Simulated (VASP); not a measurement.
# Ga (Im-3m) in VASP: a series of runs, part 2 of 2

VASP 6.6.1.

## Step 3: Relaxation of cell and atoms, PBE

This run uses another cell than the first one, of 18.03 Å³/atom.

INCAR reads:

```
SYSTEM = Ga
ALGO     = Fast           ! electronic algorithm
EDIFF    = 1E-7           ! SCF threshold, eV
EDIFFG   = -0.005         ! ionic threshold
ENCUT    = 600            ! plane-wave cutoff, eV
GGA      = PE             ! functional
IBRION   = 2              ! ionic algorithm
ISIF     = 3              ! what is computed and relaxed
ISMEAR   = 0              ! smearing method
LASPH    = .True.         ! aspherical terms in the spheres
LCHARG   = .False.        ! write CHGCAR
LREAL    = .False.        ! projectors in reciprocal space
LWAVE    = .False.        ! write WAVECAR
NELM     = 60             ! most SCF steps
NSW      = 100            ! ionic steps
PREC     = Accurate       ! precision mode
SIGMA    = 0.1            ! smearing width, eV
```

KPOINTS reads:

```
k-points
0
Gamma
  18 18 18
  0 0 0
```

POSCAR reads:

```
Ga
1.0
   -1.6518001400      1.6518001400      1.6518001400
    1.6518001400     -1.6518001400      1.6518001400
    1.6518001400      1.6518001400     -1.6518001400
Ga
1
Direct
    0.0000000000      0.0000000000      0.0000000000
```

Potentials or basis: VASP PAW PBE potentials, release 64 (Ga_d).

Started as:

```
$ cat potpaw_PBE.64/Ga_d/POTCAR > POTCAR
$ mpirun -np 1 vasp_std > vasp.out
```

OUTCAR:

```text
SYSTEM = Ga
   EDIFF = 1E-7
   EDIFFG = -0.005
   ENCUT = 600
   GGA = PE
   IBRION = 2
   ISIF = 3
   ISMEAR = 0
   LASPH = .True.
   LREAL = .False.
   NELM = 60
   NSW = 100
   PREC = Accurate

 ion  position               nearest neighbor table
   1  0.000  0.000  0.000-

  LATTYP: Found a body centered cubic cell.
 ALAT       =     3.3036002800

  Lattice vectors:

 A1 = (  -1.6518001400,   1.6518001400,   1.6518001400)
 A2 = (   1.6518001400,  -1.6518001400,   1.6518001400)
 A3 = (   1.6518001400,   1.6518001400,  -1.6518001400)

Analysis of symmetry for initial positions (statically):
=====================================================================
 Subroutine PRICEL returns:
 Original cell was already a primitive cell.

 Routine SETGRP: Setting up the symmetry group for a
 body centered cubic supercell.

 Subroutine GETGRP returns: Found 48 space group operations
 (whereof 48 operations were pure point group operations)
 out of a pool of 48 trial point group operations.

The static configuration has the point symmetry O_h .

Analysis of symmetry for dynamics (positions and initial velocities):
=====================================================================
 Subroutine PRICEL returns:
 Original cell was already a primitive cell.

 Routine SETGRP: Setting up the symmetry group for a
 body centered cubic supercell.

 Subroutine GETGRP returns: Found 48 space group operations
 (whereof 48 operations were pure point group operations)
 out of a pool of 48 trial point group operations.

The dynamic configuration has the point symmetry O_h .

 Subroutine INISYM returns: Found 48 space group operations
 (whereof 48 operations are pure point group operations),
 and found     1 'primitive' translations

----------------------------------------------------------------------------------------

                                     Primitive cell

  volume of cell :      18.0274

  direct lattice vectors                    reciprocal lattice vectors
    -1.651800140  1.651800140  1.651800140     0.000000000  0.302700059  0.302700059
     1.651800140 -1.651800140  1.651800140     0.302700059  0.000000000  0.302700059
     1.651800140  1.651800140 -1.651800140     0.302700059  0.302700059  0.000000000

  length of vectors
     2.861001766  2.861001766  2.861001766     0.428082529  0.428082529  0.428082529

  position of ions in fractional coordinates (direct lattice)
     0.000000000  0.000000000  0.000000000

  ion indices of the primitive-cell ions
   primitive index   ion index
                 1           1

----------------------------------------------------------------------------------------

 KPOINTS: k-points

Automatic generation of k-mesh.
 Grid dimensions read from file:
 generate k-points for:   18   18   18

 Generating k-lattice:

  Cartesian coordinates                     Fractional coordinates (reciprocal lattice)
     0.000000000  0.016816670  0.016816670     0.055555556  0.000000000  0.000000000
     0.016816670  0.000000000  0.016816670     0.000000000  0.055555556  0.000000000
[... 46 lines left out ...]
   NGX,Y,Z   is equivalent  to a cutoff of  13.95, 13.95, 13.95 a.u.
   NGXF,Y,Z  is equivalent  to a cutoff of  27.89, 27.89, 27.89 a.u.
 SYSTEM =  Ga
   PREC   = accura    normal or accurate (medium, high low for compatibility)
   ISTART =      0    job   : 0-new  1-cont  2-samecut
   ICHARG =      2    charge: 1-file 2-atom 10-const
   ISPIN  =      1    spin polarized calculation?
   LNONCOLLINEAR =      F non collinear calculations
   LSORBIT =      F    spin-orbit coupling
   LASPH  =      T    aspherical Exc in radial PAW
   ENCUT  =  600.0 eV  44.10 Ry    6.64 a.u.   5.71  5.71  5.71*2*pi/ulx,y,z
   NELM   =     60;   NELMIN=  2; NELMDL= -5     # of ELM steps
   EDIFF  = 0.1E-06   stopping-criterion for ELM
   LREAL  =      F    real-space projection
   EDIFFG = -.5E-02   stopping-criterion for IOM
   NSW    =    100    number of steps for IOM
   IBRION =      2    ionic relax: 0-MD 1-quasi-New 2-CG
   NFREE  =      1    steps in history (QN), initial steepest desc. (CG)
   ISIF   =      3    stress and relaxation
   ISYM   =      2    0-nonsym 1-usesym 2-fastsym
   POTIM  = 0.5000    time-step for ionic-motion
   TEBEG  =    0.0;   TEEND  =   0.0 temperature during run
   PSTRESS=    0.0 pullay stress
   NELECT =      13.0000    total number of electrons
   NUPDOWN=      -1.0000    fix difference up-down
   EMIN   =  10.00;   EMAX   =-10.00  energy-range for DOS
   EFERMI =   0.00;   METHOD = LEGACY
   ISMEAR =     0;   SIGMA  =   0.10  broadening in eV -4-tet -1-fermi 0-gaus
   EFERMI_NEDOS =   21; number of points for ismear=-14 and -15
   IALGO  =     68    algorithm
   IMIX   =      4    mixing-type and parameters
     AMIX     =   0.40;   BMIX     =  1.00
     AMIX_MAG =   1.60;   BMIX_MAG =  1.00
  volume/ion in A,a.u.               =      18.03       121.65
  Fermi-wavevector in a.u.,A,eV,Ry     =   1.468064  2.774240 29.323456  2.155213
  Thomas-Fermi vector in A             =   2.583607
   LORBIT       =      0    0 simple, 1 ext, 2 COOP (PROOUT), +10 PAW based schemes
   GGA     = PE    functional components
   LHFCALC =     F    Hartree Fock is set to
   AEXX    =    0.0000 exact exchange contribution
   IVDW    =     0    specifies the selected vdW correction
   LEPSILON=     F    determine dielectric tensor
   LRPA    =     F    only Hartree local field effects (RPA)
 conjugate gradient relaxation of ions
 non-spin polarized calculation
 RMM-DIIS sequential band-by-band and
 Gauss-broadening in eV      SIGMA  =   0.10
  energy-cutoff  :      600.00
  volume of cell :       18.03
 maximum number of plane-waves:       619
   NGX = 11   NGY = 11   NGZ = 11

--------------------------------------- Ionic step        1  -------------------------------------------

 number of electron      13.0000009 magnetization

 Free energy of the ion-electron system (eV)
  ---------------------------------------------------
  ext. energy  EPLUGINS =         0.00000000
  ---------------------------------------------------
  free energy    TOTEN  =        -2.86169652 eV

  energy without entropy =       -2.85926092  energy(sigma->0) =       -2.86047872

------------------------ aborting loop because EDIFF is reached ----------------------------------------

  FORCE on cell =-STRESS in cart. coord.  units (eV):
  Direction    XX          YY          ZZ          XY          YZ          ZX
  --------------------------------------------------------------------------------------
  -------------------------------------------------------------------------------------
  Total        0.3876190      0.3876190      0.3876190      0.0000000     -0.0000000      0.0000000
  in kB       34.4495157     34.4495157     34.4495157      0.0000000     -0.0000000      0.0000000
  external PRESSURE =      34.4495157 kB  Pullay stress =       0.0000000 kB
[... 57 lines left out ...]
--------------------------------------- Ionic step        3  -------------------------------------------

 number of electron      12.9999990 magnetization

 Free energy of the ion-electron system (eV)
  ---------------------------------------------------
  ext. energy  EPLUGINS =         0.00000000
  ---------------------------------------------------
  free energy    TOTEN  =        -2.87367554 eV

  energy without entropy =       -2.87110041  energy(sigma->0) =       -2.87238798

 E-fermi :   5.4313     XC(G=0): -10.9337

 val. band max:        5.4127763665   @ k =   0.2778   0.2778   0.0556
 cond. band min:       5.4379261591   @ k =  -0.3889   0.4444   0.2222
 fundamental gap:      0.0251497926
 Fermi energy:         5.4313300409

 k-point     1 :       0.0000    0.0000    0.0000
  band No.  band energies     occupation
      1      -9.5209      2.00000
      2      -9.5209      2.00000
      3      -9.5209      2.00000
      4      -9.3416      2.00000
      5      -9.3416      2.00000
      6      -5.5101      2.00000
      7      17.7510      0.00000
      8      17.7510      0.00000
      9      17.7510      0.00000
     10      22.3957      0.00000
[... 287 lines left out ...]
 k-point    24 :       0.3889    0.1111    0.0000
  band No.  band energies     occupation
      1      -9.5880      2.00000
      2      -9.5501      2.00000
      3      -9.3555      2.00000
      4      -9.3485      2.00000
      5      -9.2561      2.00000
      6       0.0851      2.00000
      7       3.2241      2.00000
      8      10.4175      0.00000
      9      13.3172      0.00000
     10      17.7240      0.00000

 [... further k-points ...]

------------------------ aborting loop because EDIFF is reached ----------------------------------------

  FORCE on cell =-STRESS in cart. coord.  units (eV):
  Direction    XX          YY          ZZ          XY          YZ          ZX
  --------------------------------------------------------------------------------------
  -------------------------------------------------------------------------------------
  Total       -0.0001227     -0.0001227     -0.0001227     -0.0000000     -0.0000000     -0.0000000
  in kB       -0.0102400     -0.0102400     -0.0102400     -0.0000000     -0.0000000     -0.0000000
  external PRESSURE =      -0.0102400 kB  Pullay stress =       0.0000000 kB
[... 16 lines left out ...]
  FREE ENERGIE OF THE ION-ELECTRON SYSTEM (eV)
  ---------------------------------------------------
  free  energy   TOTEN  =        -2.8736755434 eV

  energy  without entropy=       -2.8711004104  energy(sigma->0) =       -2.87238798

 reached required accuracy - stopping structural energy minimisation
```

It took 2.6 min on 1 thread of AMD EPYC 7R13, shared host; peak memory 0.14 GiB.

Results:

| Quantity | Value |
| --- | --- |
| Free energy | -2.8737 eV |
| Relaxed volume | 19.20 Å³/atom |
| Relaxed cell | a = 2.922 Å, b = 2.922 Å, c = 2.922 Å, α = 109.47°, β = 109.47°, γ = 109.47° |
| Space group after relaxing (to 0.1 Å) | Im-3m (No. 229) |
| Energy gained by relaxing | 12.0 meV/atom |
| Ionic steps | 3 |
| Pressure after relaxing | 0.0 GPa |
| Band gap on the k mesh | zero (an odd number of electrons rules out a gap without spin polarisation) |

The path:
```tsv
step	energy change (eV)	largest force (eV/Å)	pressure (GPa)	volume (Å³)
1	0.0000	0.0000	3.44	18.03
2	-0.0118	0.0000	0.36	19.06
3	-0.0120	0.0000	0.00	19.20
```

Final structure:
```yaml
crystal:
  lattice:
    - [-1.68698, 1.68698, 1.68698]
    - [1.68698, -1.68698, 1.68698]
    - [1.68698, 1.68698, -1.68698]
  atoms:
    - { symbol: Ga, position: [0.00000, 0.00000, 0.00000] }
```

Levels at points of the mesh, in eV from the Fermi level:
```
           k point  band 3  band 4  band 5  band 6  band 7  band 8  band 9  band 10
(0.00, 0.00, 0.00)  -14.95  -14.77  -14.77  -10.94   12.32   12.32   12.32    16.96
(0.50, 0.00, 0.00)  -14.78  -14.77  -14.66   -4.52   -3.68    6.89    8.91    11.32
(0.50, 0.50, 0.50)  -14.69  -14.69  -14.69    1.27    1.58    1.58    1.58     5.71
```
